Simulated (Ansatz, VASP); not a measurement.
Two plane-wave programs on As

The input INCAR:

```
PREC     = Accurate       # precision mode
ENCUT    = 500            # plane-wave cutoff, eV
EDIFF    = 1E-6           # SCF threshold, eV
ISMEAR   = -1             # smearing method
SIGMA    = 0.1            # smearing width, eV
LREAL    = False          # projectors in reciprocal space
LASPH    = True           # aspherical terms in the spheres
NELM     = 120            # most SCF steps
ALGO     = Normal         # electronic algorithm
ISIF     = 2              # what is computed and relaxed
LWAVE    = False          # write WAVECAR
LCHARG   = False          # write CHGCAR
GGA      = CA             # functional
NBANDS   = 12             # bands
GGA_COMPAT= False
```

File KPOINTS:

```
Automatic mesh
0
Gamma
  4 4 4
```

The input POSCAR:

```
As
1.0
    1.8799878575      1.0854114956      3.3276505507
   -1.8799878575      1.0854114956      3.3276505507
    0.0000000000     -2.1708229912      3.3276505507
As
2
Direct
    0.7695128170      0.7695128170      0.7695128170
    0.2304871830      0.2304871830      0.2304871830
```

Input for Ansatz:

```yaml
crystal:
  lattice:
    - [1.8799878575, 1.0854114956, 3.3276505507]
    - [-1.8799878575, 1.0854114956, 3.3276505507]
    - [0.0, -2.1708229912, 3.3276505507]
  atoms:
    - { symbol: As, position: [0.769512817, 0.769512817, 0.769512817] }
    - { symbol: As, position: [0.230487183, 0.230487183, 0.230487183] }
hamiltonian:
  xc: lda
  pseudopotentials:
    kind: paw
    azcp:
      As: "pseudopotentials/As.paw.azcp"
basis:
  ecutwfc: 420
  fft_grid_basis: typed
kpoints:
  mp_grid: { grid: [4, 4, 4], shift: [0, 0, 0] }
magnetization:
  spin_polarized: false
scf:
  occupations: { method: fermi_dirac, width: 0.1 }
  lower_state_search: "off"
output:
  stress: true
```

Alike in both runs: task single point; functional LDA; k mesh 4 × 4 × 4; occupations fermi-dirac, width 0.1 eV; no spin polarisation.

|  | VASP | Ansatz |
| --- | --- | --- |
| version | VASP 6.6.1 | Ansatz 0.2.0 |
| potentials or method | VASP PAW LDA potentials, release 64 (As), cutoff 500 eV | plane waves (420 eV) with PAW, scalar-relativistic |
| valence electrons in the cell | 10 | 30 |

```tsv
	VASP	Ansatz	Ansatz less VASP
pressure (GPa)	0.6	0.1	-0.45
traceless stress, the component that is largest in VASP (GPa)	-1.65	-1.54	+0.108
```

Ansatz warns that its potentials were made for another functional, while VASP's fit it. LDA's correlation is that of Perdew and Zunger in VASP and of Perdew and Wang (1992) in Ansatz. VASP's potentials hold 10 valence electrons a cell and Ansatz's 30, so a difference there can come from the potentials and not from the codes.

The k mesh is coarse, so the values compare programs but aren't converged.
